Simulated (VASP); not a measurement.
TcPt, 2 atoms in the cell. The structure is hexagonal, space group P-6m2 (No. 187). Conventional cell: a = 2.725 Å, b = 2.725 Å, c = 4.402 Å, α = 90.00°, β = 90.00°, γ = 120.00°. Tc (site symmetry -6m2) has 6 Pt at 2.71 Å and 6 Tc at 2.73 Å within 3.6 Å. Within 3.6 Å of Pt (site symmetry -6m2) lie 6 Tc at 2.71 Å and 6 Pt at 2.73 Å. 

```yaml
Program: VASP 6.6.1
Task: single point
Functional: LDA
Potentials_or_basis: VASP PAW LDA potentials, release 64 (Tc_pv, Pt)
Cutoff: 520 eV
k_mesh: 19 × 19 × 11
Occupations: fermi-dirac, width 0.05 eV
Spin: no spin polarisation
Dipole_correction: no
Further_INCAR_settings: ALGO = Normal; EDIFF = 1e-06; NBANDS = 18
```

Potentials or basis: VASP PAW LDA potentials, release 64 (Tc_pv, Pt).

Command:

```console
$ cat potpaw_LDA.64/Tc_pv/POTCAR potpaw_LDA.64/Pt/POTCAR > POTCAR
$ mpirun -np 1 vasp_std > vasp.out
```

Hardware: 1 thread of AMD EPYC 7R13, with other jobs on the host.

How long does it take, and how much memory?

It took 2.4 min on 1 thread of AMD EPYC 7R13, on a shared host, peak memory 0.21 GiB. Counts: scf iterations 13, k points 240.
